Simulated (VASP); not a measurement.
LiTlS2:

```xyz
4
Lattice="4.0668 0.0000 0.0000 0.0000 4.0668 0.0000 0.0000 0.0000 5.7188" Properties=species:S:1:pos:R:3 pbc="T T T"
Li    0.0000    0.0000    0.0000
S     0.0000    2.0334    1.3205
S     2.0334    0.0000    4.3983
Tl    2.0334    2.0334    2.8594
```

Base run:

```yaml
Program: VASP 6.6.1
Functional: PBE
Potentials_or_basis: VASP PAW PBE potentials, release 64 (Li_sv, S, Tl_d)
Cutoff: 520 eV
k_mesh: 4 × 4 × 4
Occupations: gaussian, width 0.01 eV
Spin: no spin polarisation
```

Its results: band gap on the k mesh 0.93 eV, direct; largest force 0.170 eV/Å.

Q: After a change of settings the same cell gave: band gap on the k mesh 2.15 eV, direct; largest force 0.152 eV/Å. Which change was it?
A. k mesh from 4 × 4 × 4 to 4 × 4 × 4, shifted; further incar settings from ALGO = Normal; EDIFF = 1e-07; NBANDS = 22 to ALGO = Normal; EDIFF = 1e-06; NBANDS = 22
B. occupations from gaussian, width 0.01 eV to gaussian, width 0.2 eV; further incar settings from ALGO = Normal; EDIFF = 1e-07; NBANDS = 22 to ALGO = Normal; EDIFF = 1e-06; NBANDS = 22
C. occupations from gaussian, width 0.01 eV to methfessel-paxton, width 0.05 eV

A: A.

Caveats: spin-orbit coupling is left out, which moves the levels of the heavy elements.
